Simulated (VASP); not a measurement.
# CO2 (P4_2/mnm) in VASP: a series of runs

The runs below take CO2 through single point, relaxation of cell and atoms, with LDA, BLYP+D3(BJ), PBEsol.

Everything below comes from runs of VASP 6.6.1. Logs are shortened: lines on timing, memory, paths and dates and some standing lists are left out, and cuts for length are marked.

## Step 1: The cell of the first run

It takes space group P4_2/mnm (No. 136, tetragonal). Conventional cell: a = 4.109 Å, b = 4.109 Å, c = 4.369 Å, α = 90.00°, β = 90.00°, γ = 90.00°. C (site symmetry mmm) has 2 O at 1.16 Å within 1.6 Å. O (site symmetry m2m) has 1 C at 1.16 Å within 1.6 Å.

## Step 2: Single point, LDA

INCAR reads:

```
ALGO = Normal ; EDIFF = 1E-6
ENCUT = 520 ; GGA = CA
ISIF = 2 ; ISMEAR = 0
LASPH = True ; LCHARG = False
LREAL = False ; LWAVE = False
NBANDS = 25 ; NELM = 80
PREC = Accurate ; SIGMA = 0.01
```

KPOINTS reads:

```
k-points
0
Gamma
  5 5 5
```

POSCAR reads:

```
CO2
1.0
    4.1089636266      0.0000000000      0.0000000000
    0.0000000000      4.1089636266      0.0000000000
    0.0000000000      0.0000000000      4.3686188202
C O
2 4
Direct
    0.0000000000      0.0000000000      0.0000000000
    0.5000000000      0.5000000000      0.5000000000
    0.1996948612      0.1996948612      0.0000000000
    0.3003051388      0.6996948612      0.5000000000
    0.8003051388      0.8003051388      0.0000000000
    0.6996948612      0.3003051388      0.5000000000
```

Potentials or basis: VASP PAW LDA potentials, release 64 (C, O).

The run is started by

```bash
cat potpaw_LDA.64/C/POTCAR potpaw_LDA.64/O/POTCAR > POTCAR
mpirun -np 1 vasp_std > vasp.out
```

OUTCAR:

```text
EDIFF = 1E-6
   ENCUT = 520
   GGA = CA
   ISIF = 2
   ISMEAR = 0
   LASPH = True
   LREAL = False
   NELM = 80
   PREC = Accurate

 ion  position               nearest neighbor table
   1  0.000  0.000  0.000-   3 1.16   5 1.16
   2  0.500  0.500  0.500-   4 1.16   6 1.16
   3  0.200  0.200  0.000-   1 1.16
   4  0.300  0.700  0.500-   2 1.16
   5  0.800  0.800  0.000-   1 1.16
   6  0.700  0.300  0.500-   2 1.16

  LATTYP: Found a simple tetragonal cell.
 ALAT       =     4.1089636266
 C/A-ratio  =     1.0631923807

  Lattice vectors:

 A1 = (   4.1089636266,   0.0000000000,   0.0000000000)
 A2 = (   0.0000000000,   4.1089636266,   0.0000000000)
 A3 = (   0.0000000000,   0.0000000000,   4.3686188202)

Analysis of symmetry for initial positions (statically):
=====================================================================
 Subroutine PRICEL returns:
 Original cell was already a primitive cell.

 Routine SETGRP: Setting up the symmetry group for a
 simple tetragonal supercell.

 Subroutine GETGRP returns: Found 16 space group operations
 (whereof  8 operations were pure point group operations)
 out of a pool of 16 trial point group operations.

The static configuration has the point symmetry D_2h.
 The point group associated with its full space group is D_4h.

Analysis of symmetry for dynamics (positions and initial velocities):
=====================================================================
 Subroutine PRICEL returns:
 Original cell was already a primitive cell.

 Routine SETGRP: Setting up the symmetry group for a
 simple tetragonal supercell.

 Subroutine GETGRP returns: Found 16 space group operations
 (whereof  8 operations were pure point group operations)
 out of a pool of 16 trial point group operations.

The dynamic configuration has the point symmetry D_2h.
 The point group associated with its full space group is D_4h.

 Subroutine INISYM returns: Found 16 space group operations
 (whereof  8 operations are pure point group operations),
 and found     1 'primitive' translations
[... 89 lines left out ...]
   ICHARG =      2    charge: 1-file 2-atom 10-const
   ISPIN  =      1    spin polarized calculation?
   LNONCOLLINEAR =      F non collinear calculations
   LSORBIT =      F    spin-orbit coupling
   LASPH  =      T    aspherical Exc in radial PAW
   ENCUT  =  520.0 eV  38.22 Ry    6.18 a.u.   7.64  7.64  8.12*2*pi/ulx,y,z
   NELM   =     80;   NELMIN=  2; NELMDL= -5     # of ELM steps
   EDIFF  = 0.1E-05   stopping-criterion for ELM
   LREAL  =      F    real-space projection
   EDIFFG = 0.1E-04   stopping-criterion for IOM
   NSW    =      0    number of steps for IOM
   IBRION =     -1    ionic relax: 0-MD 1-quasi-New 2-CG
   NFREE  =      0    steps in history (QN), initial steepest desc. (CG)
   ISIF   =      2    stress and relaxation
   ISYM   =      2    0-nonsym 1-usesym 2-fastsym
   POTIM  = 0.5000    time-step for ionic-motion
   TEBEG  =    0.0;   TEEND  =   0.0 temperature during run
   PSTRESS=    0.0 pullay stress
   NELECT =      32.0000    total number of electrons
   NUPDOWN=      -1.0000    fix difference up-down
   EMIN   =  10.00;   EMAX   =-10.00  energy-range for DOS
   EFERMI =   0.00;   METHOD = LEGACY
   ISMEAR =     0;   SIGMA  =   0.01  broadening in eV -4-tet -1-fermi 0-gaus
   EFERMI_NEDOS =   21; number of points for ismear=-14 and -15
   IALGO  =     38    algorithm
   IMIX   =      4    mixing-type and parameters
     AMIX     =   0.40;   BMIX     =  1.00
     AMIX_MAG =   1.60;   BMIX_MAG =  1.00
  volume/ion in A,a.u.               =      12.29        82.96
  Fermi-wavevector in a.u.,A,eV,Ry     =   1.239335  2.342003 20.897872  1.535950
  Thomas-Fermi vector in A             =   2.373822
   LORBIT       =      0    0 simple, 1 ext, 2 COOP (PROOUT), +10 PAW based schemes
   GGA     = CA    functional components
   LHFCALC =     F    Hartree Fock is set to
   AEXX    =    0.0000 exact exchange contribution
   IVDW    =     0    specifies the selected vdW correction
   LEPSILON=     F    determine dielectric tensor
   LRPA    =     F    only Hartree local field effects (RPA)
 non-spin polarized calculation
 Gauss-broadening in eV      SIGMA  =   0.01
  energy-cutoff  :      520.00
  volume of cell :       73.76
 maximum number of plane-waves:      1997
 NGX is ok and might be reduce to    32
   NGX = 15   NGY = 15   NGZ = 17

 number of electron      31.9999998 magnetization

 Free energy of the ion-electron system (eV)
  ---------------------------------------------------
  ext. energy  EPLUGINS =         0.00000000
  ---------------------------------------------------
  free energy    TOTEN  =       -49.77961976 eV

  energy without entropy =      -49.77961976  energy(sigma->0) =      -49.77961976

 E-fermi :  -2.5375     XC(G=0):  -9.4191

 val. band max:       -2.6009600996   @ k =   0.4000   0.4000   0.4000
 cond. band min:       3.9435979819   @ k =   0.0000   0.0000   0.0000
 fundamental gap:      6.5445580815
 Fermi energy:        -2.5375111777

 k-point     1 :       0.0000    0.0000    0.0000
  band No.  band energies     occupation
      1     -23.4194      2.00000
      2     -22.9200      2.00000
      3     -22.1137      2.00000
      4     -22.1137      2.00000
      5      -8.1830      2.00000
      6      -7.8297      2.00000
[... 493 lines left out ...]
     24      11.2720      0.00000
     25      11.5475      0.00000

------------------------ aborting loop because EDIFF is reached ----------------------------------------

  FORCE on cell =-STRESS in cart. coord.  units (eV):
  Direction    XX          YY          ZZ          XY          YZ          ZX
  --------------------------------------------------------------------------------------
  -------------------------------------------------------------------------------------
  Total        1.6905192      1.6905192     -0.1946133     -0.0000000      0.0000000      0.0000000
  in kB       36.7216289     36.7216289     -4.2274106     -0.0000000      0.0000000      0.0000000
  external PRESSURE =      23.0719491 kB  Pullay stress =       0.0000000 kB

 VOLUME and BASIS-vectors are now :
 -----------------------------------------------------------------------------
  energy-cutoff  :      520.00
  volume of cell :       73.76
      direct lattice vectors                 reciprocal lattice vectors
     4.108963627  0.000000000  0.000000000     0.243370370  0.000000000  0.000000000
     0.000000000  4.108963627  0.000000000     0.000000000  0.243370370  0.000000000
     0.000000000  0.000000000  4.368618820     0.000000000  0.000000000  0.228905300

 POSITION                                       TOTAL-FORCE (eV/Angst)
 -----------------------------------------------------------------------------------
      0.00000      0.00000      0.00000         0.000000      0.000000      0.000000
      2.05448      2.05448      2.18431         0.000000      0.000000      0.000000
      0.82054      0.82054      0.00000         0.567051      0.567051     -0.000000
      1.23394      2.87502      2.18431        -0.567051      0.567051      0.000000
      3.28842      3.28842      0.00000        -0.567051     -0.567051      0.000000
      2.87502      1.23394      2.18431         0.567051     -0.567051      0.000000
 -----------------------------------------------------------------------------------
    total drift:                                0.000000      0.000000      0.000000

  FREE ENERGIE OF THE ION-ELECTRON SYSTEM (eV)
  ---------------------------------------------------
  free  energy   TOTEN  =       -49.7796197560 eV

  energy  without entropy=      -49.7796197560  energy(sigma->0) =      -49.77961976
```

OSZICAR:

```text
N       E                     dE             d eps       ncg     rms          rms(c)
DAV:   1     0.147586864331E+03    0.14759E+03   -0.17286E+04   900   0.119E+03
DAV:   2    -0.439938153566E+02   -0.19158E+03   -0.18405E+03  1264   0.273E+02
DAV:   3    -0.530911572684E+02   -0.90973E+01   -0.90552E+01  1051   0.600E+01
DAV:   4    -0.531613705964E+02   -0.70213E-01   -0.70181E-01  1128   0.617E+00
DAV:   5    -0.531622206289E+02   -0.85003E-03   -0.84996E-03  1150   0.662E-01    0.136E+01
DAV:   6    -0.501231781712E+02    0.30390E+01   -0.74442E+00  1160   0.195E+01    0.614E+00
DAV:   7    -0.498706771546E+02    0.25250E+00   -0.40857E-01  1066   0.460E+00    0.335E+00
DAV:   8    -0.497863119254E+02    0.84365E-01   -0.28591E-01  1091   0.329E+00    0.749E-01
DAV:   9    -0.497797611035E+02    0.65508E-02   -0.21787E-02  1079   0.106E+00    0.314E-01
DAV:  10    -0.497795786398E+02    0.18246E-03   -0.34684E-03  1146   0.396E-01    0.476E-02
DAV:  11    -0.497796120316E+02   -0.33392E-04   -0.52489E-05  1023   0.490E-02    0.157E-02
DAV:  12    -0.497796196384E+02   -0.76067E-05   -0.47836E-06  1180   0.152E-02    0.270E-03
DAV:  13    -0.497796197560E+02   -0.11764E-06   -0.11568E-07   676   0.244E-03
   1 F= -.49779620E+02 E0= -.49779620E+02  d E =-.181187E-20
```

It took 8.1 s on 1 thread of Intel Xeon 6975P-C (Granite Rapids), shared host; peak memory 0.15 GiB.

Results:

- Free energy: -49.7796 eV
- Pressure: 2.3 GPa
- Largest force: 0.802 eV/Å
- Band gap on the k mesh: 6.54 eV, indirect (least direct gap 7.07 eV)

Forces on the atoms (eV/Å):
```
C    0.000  0.000  0.000
C    0.000  0.000  0.000
O    0.567  0.567  0.000
O   -0.567  0.567  0.000
O   -0.567 -0.567  0.000
O    0.567 -0.567  0.000
```

Stress tensor (GPa, compression positive):
```
 3.67  0.00  0.00
 0.00  3.67  0.00
 0.00  0.00 -0.42
```

A k mesh can miss the band edges. As with any semilocal functional, this LDA gap is likely too small.

## Step 3: Single point, BLYP+D3(BJ)

This run uses another cell than the first one, of 14.72 Å³/atom, 1.198 times its volume.

INCAR reads:

```
PREC = Accurate
ENCUT = 520
EDIFF = 1E-7
ISMEAR = 0
SIGMA = 0.01
LREAL = False
LASPH = True
NELM = 60
ALGO = Normal
ISIF = 2
LWAVE = False
LCHARG = False
GGA = B5
ALDAX = 1.0
AGGAX = 1.0
AGGAC = 1.0
ALDAC = 0.0
IVDW = 12
VDW_S6 = 1.0
VDW_S8 = 2.6996
VDW_A1 = 0.4298
VDW_A2 = 4.2359
NBANDS = 25
```

KPOINTS reads:

```
regular mesh
0
Gamma
  5 5 5
```

POSCAR reads:

```
CO2
1.0
    4.3038022525      0.0000000000      0.0000000000
    0.0000000000      4.3038022525      0.0000000000
    0.0000000000      0.0000000000      4.7685562926
C O
2 4
Direct
    0.0000000000      0.0000000000      0.0000000000
    0.5000000000      0.5000000000      0.5000000000
    0.1920259070      0.1920259070      0.0000000000
    0.3079740930      0.6920259070      0.5000000000
    0.8079740930      0.8079740930      0.0000000000
    0.6920259070      0.3079740930      0.5000000000
```

Potentials or basis: VASP PAW PBE potentials, release 64 (C, O).

The run is started by

```bash
cat potpaw_PBE.64/C/POTCAR potpaw_PBE.64/O/POTCAR > POTCAR
mpirun -np 1 vasp_std > vasp.out
```

It took 22 s on 1 thread of Intel Xeon 6975P-C (Granite Rapids), shared host; peak memory 0.19 GiB.

It converged, with:

| Property | Result |
| --- | --- |
| Free energy | -44.9099 eV |
| Pressure | 1.4 GPa |
| Largest force | 0.622 eV/Å |
| Band gap on the k mesh | 6.53 eV, indirect (least direct gap 6.91 eV) |
| Dispersion energy per atom | -0.126 eV |

Forces in eV/Å, atoms in the order of the input:
```
C    0.000  0.000  0.000
C    0.000  0.000  0.000
O    0.440  0.440  0.000
O   -0.440  0.440  0.000
O   -0.440 -0.440  0.000
O    0.440 -0.440  0.000
```

Stress tensor (GPa, compression positive):
```
 2.34  0.00  0.00
 0.00  2.34  0.00
 0.00  0.00 -0.35
```

Levels at points of the mesh, in eV from the valence-band top:
| k point | band 12 | band 13 | band 14 | band 15 | band 16 | band 17 | band 18 | band 19 | band 20 | band 21 |
| --- | --- | --- | --- | --- | --- | --- | --- | --- | --- | --- |
| (0.00, 0.00, 0.00) | -3.38 | -1.20 | -0.44 | -0.37 | -0.37 | 6.53 | 7.56 | 7.98 | 7.98 | 9.01 |

Caveat: the PAW data sets were made with another functional, which shifts forces and pressure a little.

## Step 4: Single point, PBEsol

This run uses another cell than the first one, of 16.87 Å³/atom, 1.372 times its volume.

INCAR reads:

```
  PREC = Accurate
  ENCUT = 520
  EDIFF = 1E-6
  ISMEAR = 0
  SIGMA = 0.01
  LREAL = F
  LASPH = T
  NELM = 100
  ALGO = Normal
  ISIF = 2
  LWAVE = F
  LCHARG = T
  GGA = PS
  LELF = T
  LVHAR = T
  NBANDS = 25
```

KPOINTS is that of step 3.

POSCAR reads:

```
CO2
1.0
    4.6135441179      0.0000000000      0.0000000000
    0.0000000000      4.6135441179      0.0000000000
    0.0000000000      0.0000000000      4.7547236833
C O
2 4
Direct
    0.0000000000      0.0000000000      0.0000000000
    0.5000000000      0.5000000000      0.5000000000
    0.1788703109      0.1788703109      0.0000000000
    0.3211296891      0.6788703109      0.5000000000
    0.8211296891      0.8211296891      0.0000000000
    0.6788703109      0.3211296891      0.5000000000
```

The run is started by

```bash
cat potpaw_PBE.64/C/POTCAR potpaw_PBE.64/O/POTCAR > POTCAR
mpirun -np 1 vasp_std > vasp.out
```

It took 16 s on 1 thread of Intel Xeon 6975P-C (Granite Rapids), shared host; peak memory 0.2 GiB.

It converged, with:

```yaml
Free_energy: -47.6382 eV
Pressure: 1.5 GPa
Largest_force: 0.706 eV/Å
Band_gap_on_the_k_mesh: 6.60 eV, indirect (least direct gap 6.78 eV)
```

Forces in eV/Å, atoms in the order of the input:
```
C    0.000  0.000  0.000
C    0.000  0.000  0.000
O    0.499  0.499  0.000
O   -0.499  0.499  0.000
O   -0.499 -0.499  0.000
O    0.499 -0.499  0.000
```

Stress tensor (GPa, compression positive):
```
 2.36  0.00  0.00
 0.00  2.36  0.00
 0.00  0.00 -0.30
```

Levels at points of the mesh, in eV from the valence-band top:
```csv
k point,band 12,band 13,band 14,band 15,band 16,band 17,band 18,band 19,band 20,band 21
"(0.00, 0.00, 0.00)",-3.46,-0.82,-0.24,-0.24,-0.18,6.60,7.92,8.28,8.28,9.02
```

Caveat: the PAW data sets were made with another functional, which shifts forces and pressure a little. A k mesh can miss the band edges.

## Step 5: Relaxation of cell and atoms, LDA

This run uses another cell than the first one, of 8.46 Å³/atom, 0.688 times its volume.

INCAR reads:

```
PREC = Accurate
ENCUT = 600
EDIFF = 1E-6
ISMEAR = 0
SIGMA = 0.01
LREAL = F
LASPH = T
NELM = 60
ALGO = Normal
ISIF = 3
LWAVE = F
LCHARG = F
GGA = CA
IBRION = 2
NSW = 80
EDIFFG = -0.03
```

KPOINTS reads:

```
Automatic mesh
0
Gamma
  5 5 5
```

POSCAR reads:

```
CO2
1.0
    3.5161000000      0.0000000000      0.0000000000
    0.0000000000      3.5161000000      0.0000000000
    0.0000000000      0.0000000000      4.1043000000
C O
2 4
Direct
    0.0000000000      0.0000000000      0.0000000000
    0.5000000000      0.5000000000      0.5000000000
    0.2300000000      0.2300000000      0.0000000000
    0.2700000000      0.7300000000      0.5000000000
    0.7700000000      0.7700000000      0.0000000000
    0.7300000000      0.2700000000      0.5000000000
```

Potentials or basis: VASP PAW LDA potentials, release 64 (C, O).

The run is started by

```bash
cat potpaw_LDA.64/C/POTCAR potpaw_LDA.64/O/POTCAR > POTCAR
mpirun -np 1 vasp_std > vasp.out
```

Wall time 61 s (1 thread of Intel Xeon 6975P-C (Granite Rapids), shared host); peak memory 0.15 GiB.

Results (log left out):

```yaml
Free_energy: -49.7370 eV
Relaxed_volume: 11.75 Å³/atom
Relaxed_cell: a = 3.961 Å, b = 3.961 Å, c = 4.495 Å, α = 90.00°, β = 90.00°, γ = 90.00°
Space_group_after_relaxing_to_0.05_Å: P4_2/mnm (No. 136)
Energy_gained_by_relaxing: 142.1 meV/atom
Ionic_steps: 15
Pressure_after_relaxing: 0.0 GPa
Largest_force_after_relaxing: 0.006 eV/Å
Band_gap_on_the_k_mesh: 6.41 eV, indirect (least direct gap 7.07 eV)
```

Forces in eV/Å, atoms in the order of the input:
```
C    0.000  0.000  0.000
C    0.000  0.000  0.000
O   -0.004 -0.004  0.000
O    0.004 -0.004  0.000
O    0.004  0.004  0.000
O   -0.004  0.004  0.000
```

Stress tensor (GPa, compression positive):
```
 0.18  0.00  0.00
 0.00  0.18  0.00
 0.00  0.00 -0.26
```

Step by step:
| step | energy change (eV) | largest force (eV/Å) | pressure (GPa) | volume (Å³) |
| --- | --- | --- | --- | --- |
| 1 | 0.0000 | 2.0579 | 27.05 | 50.74 |
| 2 | 3.9295 | 10.3314 | -41.66 | 61.93 |
| 3 | -0.1639 | 2.0389 | 5.48 | 52.46 |
| 4 | -0.1736 | 1.5297 | 8.28 | 52.16 |
| 5 | -0.1742 | 1.3699 | 9.15 | 52.07 |
| 6 | -0.5622 | 0.8468 | 4.48 | 57.32 |
| 7 | -0.7990 | 0.0503 | 2.26 | 64.79 |
| 8 | -0.8318 | 0.3503 | 1.99 | 68.60 |
| 9 | -0.8330 | 0.5012 | 1.95 | 70.03 |
| 10 | -0.5232 | 3.6828 | -13.69 | 74.76 |
| 11 | -0.8386 | 0.0829 | -0.26 | 70.57 |
| 12 | -0.8387 | 0.0453 | -0.12 | 70.53 |
| 13 | -0.8407 | 0.0431 | -0.12 | 70.53 |
| 14 | -0.8459 | 0.0333 | -0.06 | 70.54 |
| 15 | -0.8523 | 0.0062 | 0.03 | 70.52 |

Final structure:
```
C O
1.0
     3.96098    0.00000    0.00000
     0.00000    3.96098    0.00000
     0.00000    0.00000    4.49451
C O
2 4
Direct
  0.00000 0.00000 0.00000
  0.50000 0.50000 0.50000
  0.20844 0.20844 0.00000
  0.29156 0.70844 0.50000
  0.79156 0.79156 0.00000
  0.70844 0.29156 0.50000
```

Levels at points of the mesh, in eV from the valence-band top:
```
           k point  band 12  band 13  band 14  band 15  band 16  band 17  band 18  band 19  band 20
(0.00, 0.00, 0.00)    -3.32    -2.04    -0.85    -0.66    -0.66     6.41     6.87     7.40     7.40
```

Caveat: the volume moved by over 15 % at a fixed basis, so the end points are rough; the volume moved by +39 % from the deposited cell, more than functionals usually miss.

## Step 6: Summary

| task | level | potentials or basis | cell | cutoff (eV) | gap on the mesh (eV) | pressure (GPa) | largest force (eV/Å) |
| --- | --- | --- | --- | --- | --- | --- | --- |
| single point | LDA | VASP PAW LDA potentials, release 64 (C, O) | a = 4.109, b = 4.109, c = 4.369 Å, 6 atoms | 520 | 6.54 | 2.3 | 0.80 |
| single point | BLYP+D3(BJ) | VASP PAW PBE potentials, release 64 (C, O) | a = 4.304, b = 4.304, c = 4.769 Å, 6 atoms | 520 | 6.53 | 1.4 | 0.62 |
| single point | PBEsol | VASP PAW PBE potentials, release 64 (C, O) | a = 4.614, b = 4.614, c = 4.755 Å, 6 atoms | 520 | 6.60 | 1.5 | 0.71 |
| relaxation of cell and atoms | LDA | VASP PAW LDA potentials, release 64 (C, O) | relaxed from a = 3.516, b = 3.516, c = 4.104 Å, 6 atoms | 600 | 6.41 | 0.0 | 0.01 |

Alike in all rows: no spin polarisation; k mesh 5 × 5 × 5; smearing gaussian 0.01 eV.

Caveats: the PAW data sets were made with another functional, which shifts forces and pressure a little (some runs); the volume moved by over 15 % at a fixed basis, so the end points are rough (some runs); the volume moved by +39 % from the deposited cell, more than functionals usually miss (some runs).

Absolute energies hang on the potentials; compare differences alone.
